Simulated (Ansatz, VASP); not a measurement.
# Sc: VASP beside Ansatz

```xyz
2
Lattice="3.3090 0.0000 0.0000 -1.6545 2.8657 0.0000 0.0000 0.0000 5.2733" Properties=species:S:1:pos:R:3 pbc="T T T"
Sc    1.6545    0.9552    3.9550
Sc    0.0000    1.9105    1.3183
```

Alike in both runs: task single point; functional pbe exchange, lyp correlation; k mesh 7 × 7 × 4; occupations fermi-dirac, width 0.01 eV; non-collinear spin.

|  | VASP | Ansatz |
| --- | --- | --- |
| version | VASP 6.6.1 | Ansatz 0.2.0 |
| potentials or method | VASP PAW PBE potentials, release 64 (Sc_sv), cutoff 500 eV | all-electron LAPW, point nuclei |

```csv
,VASP,Ansatz,Ansatz less VASP
gap on the k mesh at the Fermi level (eV),none,none,-
pressure (GPa),0.0,0.0,-0.01
"traceless stress, the component that is largest in VASP (GPa)",-1.68,-1.68,-0.004
net moment per atom (μB),0.00,0.00,0.000
```

VASP's potentials were made for PBE, not for pbe exchange, lyp correlation. A gap of «none» marks a metal or a gap that the smearing closes. Ansatz ran all-electron here, and VASP with PAW potentials.

Noted on Ansatz's run: the k mesh is thin for a metal, which can move the energy by tens of meV per atom.
